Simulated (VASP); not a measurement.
# GaCo (Pm-3m) in VASP: single point with PBE

Aim: the single point of GaCo with PBE.

Everything below comes from runs of VASP 6.6.1. Logs are shortened: lines on timing, memory, paths and dates and some standing lists are left out, and cuts for length are marked.

## 1. The cell of the first run

Symmetry: Pm-3m, No. 221, cubic system. Conventional cell: a = 2.882 Å, b = 2.882 Å, c = 2.882 Å, α = 90.00°, β = 90.00°, γ = 90.00°. Ga (site symmetry m-3m) has 8 Co at 2.50 Å and 6 Ga at 2.88 Å within 3.3 Å. Within 3.3 Å of Co (site symmetry m-3m) lie 8 Ga at 2.50 Å and 6 Co at 2.88 Å.

## 2. Single point, PBE, collinear spin, ferrimagnetic start

Input file INCAR:

```
SYSTEM = GaCo
PREC = Accurate ; ENCUT = 520
EDIFF = 1E-7 ; ISMEAR = 0
SIGMA = 0.15 ; LREAL = .False.
LASPH = .True. ; NELM = 150
ALGO = Normal ; ISIF = 2
LWAVE = .False. ; LCHARG = .False.
ISPIN = 2 ; MAGMOM = -0.01 0.18
LORBIT = 11 ; LMAXMIX = 4
GGA = PE ; NBANDS = 22
```

Input file KPOINTS:

```
Automatic mesh
0
Gamma
  12 12 12
  0 0 0
```

Input file POSCAR:

```
GaCo
1.0
    2.8817738443      0.0000000000      0.0000000000
    0.0000000000      2.8817738443      0.0000000000
    0.0000000000      0.0000000000      2.8817738443
Ga Co
1 1
Direct
    0.5000000000      0.5000000000      0.5000000000
    0.0000000000      0.0000000000      0.0000000000
```

Potentials or basis: VASP PAW PBE potentials, release 64 (Ga_d, Co).

Launch:

```sh
> cat potpaw_PBE.64/Ga_d/POTCAR potpaw_PBE.64/Co/POTCAR > POTCAR
> mpirun -np 1 vasp_std > vasp.out
```

OUTCAR:

```text
SYSTEM = GaCo
   PREC = Accurate
   ENCUT = 520
   EDIFF = 1E-7
   ISMEAR = 0
   LREAL = .False.
   LASPH = .True.
   NELM = 150
   ISIF = 2
   ISPIN = 2
   LORBIT = 11
   GGA = PE

 ion  position               nearest neighbor table
   1  0.500  0.500  0.500-   2 2.50   2 2.50   2 2.50   2 2.50   2 2.50   2 2.50   2 2.50   2 2.50

   2  0.000  0.000  0.000-   1 2.50   1 2.50   1 2.50   1 2.50   1 2.50   1 2.50   1 2.50   1 2.50

  LATTYP: Found a simple cubic cell.
 ALAT       =     2.8817738443

  Lattice vectors:

 A1 = (   2.8817738443,   0.0000000000,   0.0000000000)
 A2 = (   0.0000000000,   2.8817738443,   0.0000000000)
 A3 = (   0.0000000000,   0.0000000000,   2.8817738443)

Analysis of symmetry for initial positions (statically):
=====================================================================
 Subroutine PRICEL returns:
 Original cell was already a primitive cell.

 Routine SETGRP: Setting up the symmetry group for a
 simple cubic supercell.

 Subroutine GETGRP returns: Found 48 space group operations
 (whereof 48 operations were pure point group operations)
 out of a pool of 48 trial point group operations.

The static configuration has the point symmetry O_h .

Analysis of symmetry for dynamics (positions and initial velocities):
=====================================================================
 Subroutine PRICEL returns:
 Original cell was already a primitive cell.

 Routine SETGRP: Setting up the symmetry group for a
 simple cubic supercell.

 Subroutine GETGRP returns: Found 48 space group operations
 (whereof 48 operations were pure point group operations)
 out of a pool of 48 trial point group operations.

The dynamic configuration has the point symmetry O_h .

Analysis of structural, dynamic, and magnetic symmetry:
=====================================================================
 Subroutine PRICEL returns:
 Original cell was already a primitive cell.

 Routine SETGRP: Setting up the symmetry group for a
 simple cubic supercell.

 Subroutine GETGRP returns: Found 48 space group operations
 (whereof 48 operations were pure point group operations)
 out of a pool of 48 trial point group operations.

The overall configuration has the point symmetry O_h .

 Subroutine INISYM returns: Found 48 space group operations
 (whereof 48 operations are pure point group operations),
 and found     1 'primitive' translations

----------------------------------------------------------------------------------------

                                     Primitive cell

  volume of cell :      23.9320
[... 107 lines left out ...]
   IMIX   =      4    mixing-type and parameters
     AMIX     =   0.40;   BMIX     =  1.00
     AMIX_MAG =   1.60;   BMIX_MAG =  1.00
  volume/ion in A,a.u.               =      11.97        80.75
  Fermi-wavevector in a.u.,A,eV,Ry     =   1.591802  3.008070 34.474918  2.533835
  Thomas-Fermi vector in A             =   2.690286
   LORBIT       =     11    0 simple, 1 ext, 2 COOP (PROOUT), +10 PAW based schemes
   GGA     = PE    functional components
   LHFCALC =     F    Hartree Fock is set to
   AEXX    =    0.0000 exact exchange contribution
   IVDW    =     0    specifies the selected vdW correction
   LEPSILON=     F    determine dielectric tensor
   LRPA    =     F    only Hartree local field effects (RPA)
 spin polarized calculation
 Gauss-broadening in eV      SIGMA  =   0.15
  energy-cutoff  :      520.00
  volume of cell :       23.93
 maximum number of plane-waves:       661
 NGX is ok and might be reduce to    24
   NGX = 11   NGY = 11   NGZ = 11

 number of electron      22.0000019 magnetization       0.0403298

 Free energy of the ion-electron system (eV)
  ---------------------------------------------------
  ext. energy  EPLUGINS =         0.00000000
  ---------------------------------------------------
  free energy    TOTEN  =       -10.48654162 eV

  energy without entropy =      -10.47290062  energy(sigma->0) =      -10.47972112

 E-fermi :   9.7318     XC(G=0): -13.1669

 val. band max:        9.7151819883   @ k =   0.4167   0.4167   0.0833
 cond. band min:       9.7327640954   @ k =   0.5000   0.4167   0.1667
 fundamental gap:      0.0175821070
 Fermi energy:         9.7318251502

 spin component 1

 k-point     1 :       0.0000    0.0000    0.0000
  band No.  band energies     occupation
      1      -5.4342      1.00000
      2      -5.4342      1.00000
      3      -5.0915      1.00000
      4      -5.0915      1.00000
      5      -5.0915      1.00000
      6      -2.3081      1.00000
[... 589 lines left out ...]
     21      32.5917      0.00000
     22      34.1179      0.00000

 [... further k-points ...]

 spin component 2

 k-point     1 :       0.0000    0.0000    0.0000
  band No.  band energies     occupation
      1      -5.4349      1.00000
      2      -5.4349      1.00000
      3      -5.0922      1.00000
      4      -5.0922      1.00000
      5      -5.0922      1.00000
      6      -2.3113      1.00000
[... 589 lines left out ...]
     21      32.5944      0.00000
     22      34.1170      0.00000

 [... further k-points ...]
[... 5 lines left out ...]
  --------------------------------------------------------------------------------------
  -------------------------------------------------------------------------------------
  Total        0.0336069      0.0336069      0.0336069      0.0000000      0.0000000     -0.0000000
  in kB        2.2498818      2.2498818      2.2498818      0.0000000      0.0000000     -0.0000000
  external PRESSURE =       2.2498818 kB  Pullay stress =       0.0000000 kB

 VOLUME and BASIS-vectors are now :
 -----------------------------------------------------------------------------
  energy-cutoff  :      520.00
  volume of cell :       23.93
      direct lattice vectors                 reciprocal lattice vectors
     2.881773844  0.000000000  0.000000000     0.347008493  0.000000000  0.000000000
     0.000000000  2.881773844  0.000000000     0.000000000  0.347008493  0.000000000
     0.000000000  0.000000000  2.881773844     0.000000000  0.000000000  0.347008493

 POSITION                                       TOTAL-FORCE (eV/Angst)
 -----------------------------------------------------------------------------------
      1.44089      1.44089      1.44089         0.000000      0.000000      0.000000
      0.00000      0.00000      0.00000         0.000000      0.000000      0.000000
 -----------------------------------------------------------------------------------
    total drift:                                0.000000      0.000000     -0.000000

  FREE ENERGIE OF THE ION-ELECTRON SYSTEM (eV)
  ---------------------------------------------------
  free  energy   TOTEN  =       -10.4865416220 eV

  energy  without entropy=      -10.4729006155  energy(sigma->0) =      -10.47972112

 total charge

# of ion       s       p       d       tot
------------------------------------------
    1        0.847   0.883  10.051  11.780
    2        0.386   0.450   7.511   8.346
--------------------------------------------------
tot          1.233   1.332  17.561  20.126

 magnetization (x)

# of ion       s       p       d       tot
------------------------------------------
    1       -0.000  -0.001  -0.001  -0.002
    2        0.000  -0.001   0.046   0.045
--------------------------------------------------
tot         -0.000  -0.002   0.045   0.043
```

OSZICAR:

```text
N       E                     dE             d eps       ncg     rms          rms(c)
DAV:   1     0.114918439038E+03    0.11492E+03   -0.92377E+03  8460   0.173E+03
DAV:   2    -0.163225865255E+01   -0.11655E+03   -0.10918E+03  7596   0.317E+02
DAV:   3    -0.112965513784E+02   -0.96643E+01   -0.95189E+01  8358   0.774E+01
DAV:   4    -0.114592239022E+02   -0.16267E+00   -0.16257E+00  8762   0.102E+01
DAV:   5    -0.114649504555E+02   -0.57266E-02   -0.57262E-02 10068   0.176E+00    0.958E+00
DAV:   6    -0.125734088318E+02   -0.11085E+01   -0.16720E+01  8812   0.434E+01    0.116E+01
DAV:   7    -0.105219036590E+02    0.20515E+01   -0.70036E+00  8706   0.319E+01    0.174E+00
DAV:   8    -0.104922602856E+02    0.29643E-01   -0.94954E-02 10090   0.280E+00    0.582E-01
DAV:   9    -0.104867631497E+02    0.54971E-02   -0.73589E-03 11426   0.970E-01    0.141E-01
DAV:  10    -0.104865588683E+02    0.20428E-03   -0.23606E-04  9698   0.167E-01    0.691E-02
DAV:  11    -0.104865429125E+02    0.15956E-04   -0.13212E-05 10442   0.442E-02    0.417E-02
DAV:  12    -0.104865418379E+02    0.10746E-05   -0.42345E-06  9372   0.233E-02    0.468E-03
DAV:  13    -0.104865416813E+02    0.15656E-06   -0.65143E-07  9598   0.773E-03    0.141E-03
DAV:  14    -0.104865416220E+02    0.59348E-07   -0.23050E-08  5358   0.141E-03
   1 F= -.10486542E+02 E0= -.10479721E+02  d E =-.136410E-01  mag=     0.0402
```

stdout:

```text
POSCAR found type information on POSCAR GaCo
 POSCAR found :  2 types and       2 ions
 scaLAPACK will be used
 LDA part: xc-table for (Slater+PW92), standard interpolation
 POSCAR, INCAR and KPOINTS ok, starting setup
 FFT: planning ... GRIDC
 FFT: planning ... GRID_SOFT
 FFT: planning ... GRID
 WAVECAR not read
 entering main loop
```

Wall time 2 min (1 thread of AMD EPYC 7R43 (Zen 3), shared host); peak memory 0.16 GiB.

Results:

```yaml
Free_energy: -10.4865 eV
Pressure: 0.2 GPa
Net_moment: 0.04 μB per cell
Site_moments: Ga -0.00; Co +0.04 μB
Valence_electrons_inside_the_program's_atomic_spheres: Ga 11.78; Co 8.35
```

Levels at points of the mesh, in eV from the Fermi level:
Spin up:
```tsv
k point	band 9	band 10	band 11	band 12	band 13	band 14
(0.00, 0.00, 0.00)	-0.74	-0.74	-0.74	5.20	5.20	5.20
(0.50, 0.00, 0.00)	-1.74	-1.74	-0.73	0.08	10.61	10.61
(0.50, 0.50, 0.00)	-2.47	-1.22	-1.22	-0.27	2.23	3.15
(0.50, 0.50, 0.50)	-0.24	-0.24	0.64	3.85	3.85	3.85
```
Spin down:
| k point | band 7 | band 8 | band 9 | band 10 | band 11 | band 12 | band 13 | band 14 | band 15 | band 16 |
| --- | --- | --- | --- | --- | --- | --- | --- | --- | --- | --- |
| (0.00, 0.00, 0.00) | -2.49 | -2.49 | -0.71 | -0.71 | -0.71 | 5.20 | 5.20 | 5.20 | 11.03 | 11.03 |
| (0.50, 0.00, 0.00) | -6.84 | -2.26 | -1.72 | -1.72 | -0.70 | 0.15 | 10.61 | 10.61 | 11.60 | 12.62 |
| (0.50, 0.50, 0.00) | -3.11 | -3.11 | -2.42 | -1.20 | -1.20 | -0.19 | 2.25 | 3.18 | 11.52 | 15.16 |
| (0.50, 0.50, 0.50) | -4.05 | -4.05 | -0.16 | -0.16 | 0.64 | 3.85 | 3.85 | 3.85 | 4.77 | 4.77 |
